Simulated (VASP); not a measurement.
# Si (Fd-3m) in VASP: notebook

Runs on Si. Level: PBE. Tasks: single point.

Program: VASP 6.6.1. These are calculated values, not measurements. Logs are shortened: lines on timing, memory, paths and dates and some standing lists are left out, and cuts for length are marked.

### 1 The cell of the first run

Symmetry: Fd-3m, No. 227, cubic system. The conventional cell has a = 5.470 Å, b = 5.470 Å, c = 5.470 Å, α = 90.00°, β = 90.00°, γ = 90.00°. Si (site symmetry -43m) has 4 Si at 2.37 Å within 3.1 Å.

### 2 Single point, PBE

The input, INCAR:

```
SYSTEM = Si
ALGO     = Normal         ! electronic algorithm
EDIFF    = 1E-6           ! SCF threshold, eV
ENCUT    = 500            ! plane-wave cutoff, eV
GGA      = PE             ! functional
GGA_COMPAT= .FALSE.      
ISIF     = 2              ! what is computed and relaxed
ISMEAR   = 0              ! smearing method
LASPH    = .TRUE.         ! aspherical terms in the spheres
LCHARG   = .TRUE.         ! write CHGCAR
LELF     = .TRUE.         ! ELF
LREAL    = .FALSE.        ! projectors in reciprocal space
LVHAR    = .TRUE.       
LWAVE    = .FALSE.        ! write WAVECAR
NBANDS   = 16             ! bands
NELM     = 120            ! most SCF steps
PREC     = Accurate       ! precision mode
SIGMA    = 0.1            ! smearing width, eV
```

The input, KPOINTS:

```
k-points
0
G
  6 6 4
  0 0 0
```

The input, POSCAR:

```
Si
1.0
    3.8676348647      0.0000000000      0.0000000000
    0.0000000000      3.8676348647      0.0000000000
    0.0000000000      0.0000000000      5.4696616653
Si
4
Direct
    0.0000000000      0.0000000000      0.0000000000
    0.0000000000      0.5000000000      0.2500000000
    0.5000000000      0.5000000000      0.5000000000
    0.5000000000      1.0000000000      0.7500000000
```

Potentials or basis: VASP PAW PBE potentials, release 64 (Si).

Started as:

```
> cat potpaw_PBE.64/Si/POTCAR > POTCAR
> mpirun -np 1 vasp_std > vasp.out
```

OUTCAR:

```text
SYSTEM = Si
   EDIFF = 1E-6
   ENCUT = 500
   GGA = PE
   ISIF = 2
   ISMEAR = 0
   LASPH = .TRUE.
   LREAL = .FALSE.
   NELM = 120
   PREC = Accurate

 ion  position               nearest neighbor table
   1  0.000  0.000  0.000-   2 2.37   4 2.37   2 2.37   4 2.37
   2  0.000  0.500  0.250-   1 2.37   3 2.37   1 2.37   3 2.37
   3  0.500  0.500  0.500-   2 2.37   4 2.37   4 2.37   2 2.37
   4  0.500  0.000  0.750-   1 2.37   3 2.37   3 2.37   1 2.37

  LATTYP: Found a simple tetragonal cell.
 ALAT       =     3.8676348647
 C/A-ratio  =     1.4142135586

  Lattice vectors:

 A1 = (   3.8676348647,   0.0000000000,   0.0000000000)
 A2 = (   0.0000000000,   3.8676348647,   0.0000000000)
 A3 = (   0.0000000000,   0.0000000000,   5.4696616653)

Analysis of symmetry for initial positions (statically):
=====================================================================
 Subroutine PRICEL returns following result:

  LATTYP: Found a face centered cubic cell.
 ALAT       =     5.4696616726

  Lattice vectors:

 A1 = (  -1.9338174324,  -1.9338174324,  -2.7348308327)
 A2 = (   1.9338174323,  -1.9338174323,  -2.7348308327)
 A3 = (   0.0000000000,  -3.8676348647,  -0.0000000000)

   2 primitive cells build up your supercell.

 Routine SETGRP: Setting up the symmetry group for a
 simple tetragonal supercell.

 Subroutine GETGRP returns: Found 16 space group operations
 (whereof  8 operations were pure point group operations)
 out of a pool of 16 trial point group operations.

The static configuration has the point symmetry D_2d.
 The point group associated with its full space group is D_4h.

Analysis of symmetry for dynamics (positions and initial velocities):
=====================================================================
 Subroutine PRICEL returns following result:

  LATTYP: Found a face centered cubic cell.
 ALAT       =     5.4696616726

  Lattice vectors:

 A1 = (  -1.9338174324,  -1.9338174324,  -2.7348308327)
 A2 = (   1.9338174323,  -1.9338174323,  -2.7348308327)
 A3 = (   0.0000000000,  -3.8676348647,  -0.0000000000)

   2 primitive cells build up your supercell.

 Routine SETGRP: Setting up the symmetry group for a
 simple tetragonal supercell.

 Subroutine GETGRP returns: Found 16 space group operations
 (whereof  8 operations were pure point group operations)
 out of a pool of 16 trial point group operations.

The dynamic configuration has the point symmetry D_2d.
 The point group associated with its full space group is D_4h.

 Subroutine INISYM returns: Found 16 space group operations
 (whereof  8 operations are pure point group operations),
 and found     2 'primitive' translations

----------------------------------------------------------------------------------------

                                     Primitive cell

  volume of cell :      40.9092

  direct lattice vectors                    reciprocal lattice vectors
    -1.933817432 -1.933817432 -2.734830833    -0.258555948  0.000000000 -0.182826665
     1.933817432 -1.933817432 -2.734830833     0.258555948  0.000000000 -0.182826665
     0.000000000 -3.867634865 -0.000000000     0.000000000 -0.258555948  0.182826665

  length of vectors
     3.867634860  3.867634860  3.867634865     0.316665072  0.316665072  0.316665072

  position of ions in fractional coordinates (direct lattice)
     0.000000000  0.000000000  0.000000000
     0.750000000  0.750000000  0.750000000

  ion indices of the primitive-cell ions
   primitive index   ion index
                 1           1
                 2           2

----------------------------------------------------------------------------------------

 KPOINTS: k-points

Automatic generation of k-mesh.
 Grid dimensions read from file:
 generate k-points for:    6    6    4

 Generating k-lattice:

  Cartesian coordinates                     Fractional coordinates (reciprocal lattice)
     0.043092658  0.000000000  0.000000000     0.166666667  0.000000000  0.000000000
     0.000000000  0.043092658  0.000000000     0.000000000  0.166666667  0.000000000
     0.000000000  0.000000000  0.045706666     0.000000000  0.000000000  0.250000000

  Length of vectors
     0.043092658  0.043092658  0.045706666

  Shift w.r.t. Gamma in fractional coordinates (k-lattice)
     0.000000000  0.000000000  0.000000000

 Subroutine IBZKPT returns following result:
 ===========================================

 Found     30 irreducible k-points:

 Following reciprocal coordinates:
            Coordinates               Weight
  0.000000  0.000000  0.000000      1.000000
  0.166667  0.000000  0.000000      4.000000
  0.333333  0.000000  0.000000      4.000000
  0.500000  0.000000  0.000000      2.000000
  0.166667  0.166667  0.000000      4.000000
  0.333333  0.166667  0.000000      8.000000
[... 16 lines left out ...]
  0.333333  0.000000  0.500000      4.000000
  0.500000  0.000000  0.500000      2.000000
 [... further k-points ...]
   k-points           NKPTS =     30   k-points in BZ     NKDIM =     30   number of bands    NBANDS=     16
   number of dos      NEDOS =    301   number of ions     NIONS =      4
   total plane-waves  NPLWV =  31360
   dimension x,y,z NGX =    28 NGY =   28 NGZ =   40
   dimension x,y,z NGXF=    56 NGYF=   56 NGZF=   80
   ions per type =               4
   NGX,Y,Z   is equivalent  to a cutoff of  12.04, 12.04, 12.16 a.u.
   NGXF,Y,Z  is equivalent  to a cutoff of  24.07, 24.07, 24.32 a.u.
 SYSTEM =  Si
   PREC   = accura    normal or accurate (medium, high low for compatibility)
   ISTART =      0    job   : 0-new  1-cont  2-samecut
   ICHARG =      2    charge: 1-file 2-atom 10-const
   ISPIN  =      1    spin polarized calculation?
   LNONCOLLINEAR =      F non collinear calculations
   LSORBIT =      F    spin-orbit coupling
   LASPH  =      T    aspherical Exc in radial PAW
   ENCUT  =  500.0 eV  36.75 Ry    6.06 a.u.   7.05  7.05  9.97*2*pi/ulx,y,z
   NELM   =    120;   NELMIN=  2; NELMDL= -5     # of ELM steps
   EDIFF  = 0.1E-05   stopping-criterion for ELM
   LREAL  =      F    real-space projection
   EDIFFG = 0.1E-04   stopping-criterion for IOM
   NSW    =      0    number of steps for IOM
   IBRION =     -1    ionic relax: 0-MD 1-quasi-New 2-CG
   NFREE  =      0    steps in history (QN), initial steepest desc. (CG)
   ISIF   =      2    stress and relaxation
   ISYM   =      2    0-nonsym 1-usesym 2-fastsym
   POTIM  = 0.5000    time-step for ionic-motion
   TEBEG  =    0.0;   TEEND  =   0.0 temperature during run
   PSTRESS=    0.0 pullay stress
   NELECT =      16.0000    total number of electrons
   NUPDOWN=      -1.0000    fix difference up-down
   EMIN   =  10.00;   EMAX   =-10.00  energy-range for DOS
   EFERMI =   0.00;   METHOD = LEGACY
   ISMEAR =     0;   SIGMA  =   0.10  broadening in eV -4-tet -1-fermi 0-gaus
   EFERMI_NEDOS =   21; number of points for ismear=-14 and -15
   IALGO  =     38    algorithm
   IMIX   =      4    mixing-type and parameters
     AMIX     =   0.40;   BMIX     =  1.00
     AMIX_MAG =   1.60;   BMIX_MAG =  1.00
  volume/ion in A,a.u.               =      20.45       138.03
  Fermi-wavevector in a.u.,A,eV,Ry     =   0.950235  1.795684 12.285334  0.902947
  Thomas-Fermi vector in A             =   2.078593
   LORBIT       =      0    0 simple, 1 ext, 2 COOP (PROOUT), +10 PAW based schemes
   GGA     = PE    functional components
   LHFCALC =     F    Hartree Fock is set to
   AEXX    =    0.0000 exact exchange contribution
   IVDW    =     0    specifies the selected vdW correction
   LEPSILON=     F    determine dielectric tensor
   LRPA    =     F    only Hartree local field effects (RPA)
 non-spin polarized calculation
 Gauss-broadening in eV      SIGMA  =   0.10
  energy-cutoff  :      500.00
  volume of cell :       81.82
 maximum number of plane-waves:      2112
   NGX = 15   NGY = 15   NGZ = 19

 number of electron      15.9999996 magnetization

 Free energy of the ion-electron system (eV)
  ---------------------------------------------------
  ext. energy  EPLUGINS =         0.00000000
  ---------------------------------------------------
  free energy    TOTEN  =       -21.68324428 eV

  energy without entropy =      -21.68324423  energy(sigma->0) =      -21.68324426

 E-fermi :   5.9415     XC(G=0):  -9.3240

 val. band max:        5.6135998946   @ k =   0.0000   0.0000   0.0000
 cond. band min:       6.2635796356   @ k =   0.0000   0.0000   0.2500
 fundamental gap:      0.6499797409
 Fermi energy:         5.9415035808

 k-point     1 :       0.0000    0.0000    0.0000
  band No.  band energies     occupation
      1      -6.1982      2.00000
      2      -2.1314      2.00000
      3      -2.1314      2.00000
      4       2.8204      2.00000
      5       2.8204      2.00000
      6       5.6132      2.00000
[... 8 lines left out ...]
     15      13.3213      0.00000
     16      13.3248      0.00000

 k-point     2 :       0.1667    0.0000    0.0000
  band No.  band energies     occupation
      1      -5.9607      2.00000
      2      -2.2756      2.00000
      3      -1.8722      2.00000
      4       1.8584      2.00000
      5       3.0094      2.00000
      6       4.0243      2.00000
[... 8 lines left out ...]
     15      12.4414      0.00000
     16      13.1658      0.00000

 k-point     3 :       0.3333    0.0000    0.0000
  band No.  band energies     occupation
      1      -5.2667      2.00000
      2      -3.0029      2.00000
      3      -1.0988      2.00000
      4       1.3047      2.00000
      5       1.9168      2.00000
      6       3.2571      2.00000
[... 8 lines left out ...]
     15      11.7348      0.00000
     16      12.0188      0.00000

 k-point     4 :       0.5000    0.0000    0.0000
  band No.  band energies     occupation
      1      -4.1950      2.00000
      2      -4.1950      2.00000
      3       0.1749      2.00000
      4       0.1749      2.00000
      5       1.9456      2.00000
      6       1.9456      2.00000
[... 8 lines left out ...]
     15      11.6520      0.00000
     16      11.6520      0.00000

 k-point     5 :       0.1667    0.1667    0.0000
  band No.  band energies     occupation
      1      -5.7229      2.00000
      2      -2.0183      2.00000
      3      -2.0183      2.00000
      4       2.0549      2.00000
      5       2.0549      2.00000
      6       3.5590      2.00000
[... 8 lines left out ...]
     15      12.1203      0.00000
     16      12.2989      0.00000

 k-point     6 :       0.3333    0.1667    0.0000
  band No.  band energies     occupation
      1      -5.0279      2.00000
      2      -2.7542      2.00000
      3      -1.2516      2.00000
      4       1.5042      2.00000
      5       1.7059      2.00000
      6       2.6078      2.00000
[... 8 lines left out ...]
     15      11.1842      0.00000
     16      11.7875      0.00000
[... 267 lines left out ...]
 k-point    21 :       0.0000    0.0000    0.5000
  band No.  band energies     occupation
      1      -5.1361      2.00000
      2      -5.1361      2.00000
      3       2.0950      2.00000
      4       2.0950      2.00000
      5       3.7656      2.00000
      6       3.7656      2.00000
[... 8 lines left out ...]
     15      11.3011      0.00000
     16      11.3011      0.00000

 k-point    22 :       0.1667    0.0000    0.5000
  band No.  band energies     occupation
      1      -4.9233      2.00000
      2      -4.9233      2.00000
      3       1.2111      2.00000
      4       1.2111      2.00000
      5       3.6535      2.00000
      6       3.6535      2.00000
[... 8 lines left out ...]
     15      10.6453      0.00000
     16      10.6453      0.00000

 k-point    23 :       0.3333    0.0000    0.5000
  band No.  band energies     occupation
      1      -4.3590      2.00000
      2      -4.3590      2.00000
      3      -0.4043      2.00000
      4      -0.4043      2.00000
      5       4.0589      2.00000
      6       4.0589      2.00000
[... 8 lines left out ...]
     15      12.5769      0.00000
     16      12.5769      0.00000

 k-point    24 :       0.5000    0.0000    0.5000
  band No.  band energies     occupation
      1      -3.9206      2.00000
      2      -3.9206      2.00000
      3      -1.2533      2.00000
      4      -1.2533      2.00000
      5       4.4352      2.00000
      6       4.4352      2.00000
[... 8 lines left out ...]
     15      13.3136      0.00000
     16      13.3136      0.00000

 [... further k-points ...]
[... 5 lines left out ...]
  --------------------------------------------------------------------------------------
  -------------------------------------------------------------------------------------
  Total        0.0301772      0.0301772     -0.0984387      0.0000000      0.0000000      0.0000000
  in kB        0.5909325      0.5909325     -1.9276367      0.0000000      0.0000000      0.0000000
  external PRESSURE =      -0.2485906 kB  Pullay stress =       0.0000000 kB

 VOLUME and BASIS-vectors are now :
 -----------------------------------------------------------------------------
  energy-cutoff  :      500.00
  volume of cell :       81.82
      direct lattice vectors                 reciprocal lattice vectors
     3.867634865  0.000000000  0.000000000     0.258555948  0.000000000  0.000000000
     0.000000000  3.867634865  0.000000000     0.000000000  0.258555948  0.000000000
     0.000000000  0.000000000  5.469661665     0.000000000  0.000000000  0.182826665

 POSITION                                       TOTAL-FORCE (eV/Angst)
 -----------------------------------------------------------------------------------
      0.00000      0.00000      0.00000         0.000000      0.000000     -0.000000
      0.00000      1.93382      1.36742        -0.000000     -0.000000     -0.000000
      1.93382      1.93382      2.73483         0.000000      0.000000     -0.000000
      1.93382      0.00000      4.10225        -0.000000     -0.000000      0.000000
 -----------------------------------------------------------------------------------
    total drift:                               -0.000000      0.000000      0.000000

  FREE ENERGIE OF THE ION-ELECTRON SYSTEM (eV)
  ---------------------------------------------------
  free  energy   TOTEN  =       -21.6832442845 eV

  energy  without entropy=      -21.6832442350  energy(sigma->0) =      -21.68324426
```

Run time: 23 s. Hardware: 1 thread of Intel Xeon 6975P-C, shared host; peak memory 0.18 GiB.

What came out:

```yaml
Free_energy: -21.6832 eV
Pressure: 0.0 GPa
Band_gap_on_the_k_mesh: 0.65 eV
```

A k mesh can miss the band edges. As with any semilocal functional, this PBE gap is likely too small.

### 3 Single point, PBE

The input, INCAR:

```
  PREC = Accurate
  ENCUT = 500
  EDIFF = 1E-6
  ISMEAR = 0
  SIGMA = 0.02
  LREAL = F
  LASPH = T
  NELM = 120
  ALGO = Normal
  ISIF = 2
  LWAVE = F
  LCHARG = F
  GGA = PE
  NBANDS = 16
  GGA_COMPAT = F
```

The input, KPOINTS:

```
Automatic mesh
0
Gamma
  8 8 6
```

POSCAR is that of step 2.

Potentials or basis: VASP PAW PBE potentials, release 64 (Si).

Started as:

```
> cat potpaw_PBE.64/Si/POTCAR > POTCAR
> mpirun -np 1 vasp_std > vasp.out
```

Run time: 38 s. Hardware: 1 thread of Intel Xeon 6975P-C, shared host; peak memory 0.2 GiB.

It converged, with:

| Property | Result |
| --- | --- |
| Free energy | -21.6972 eV |
| Pressure | 0.0 GPa |
| Band gap on the k mesh | 0.61 eV |

Levels at points of the mesh, in eV from the valence-band top:
```csv
k point,band 4,band 5,band 6,band 7,band 8,band 9,band 10,band 11,band 12,band 13
"(0.00, 0.00, 0.00)",-2.79,-2.79,0.00,0.00,0.00,0.75,0.75,2.56,2.56,2.56
"(0.50, 0.00, 0.00)",-5.44,-3.67,-3.67,-1.30,-1.30,2.44,2.44,4.75,4.75,5.08
"(0.50, 0.50, 0.00)",-7.74,-2.79,-2.79,-2.79,-2.79,0.75,0.75,0.75,0.75,9.93
"(0.00, 0.00, 0.50)",-3.52,-1.85,-1.85,-1.85,-1.85,1.15,1.15,3.14,3.14,5.69
"(0.50, 0.00, 0.50)",-6.87,-1.18,-1.18,-1.18,-1.18,1.46,1.46,3.35,3.35,3.35
"(0.50, 0.50, 0.50)",-7.59,-3.76,-3.76,-3.76,-3.76,4.27,4.27,4.27,4.27,4.93
```
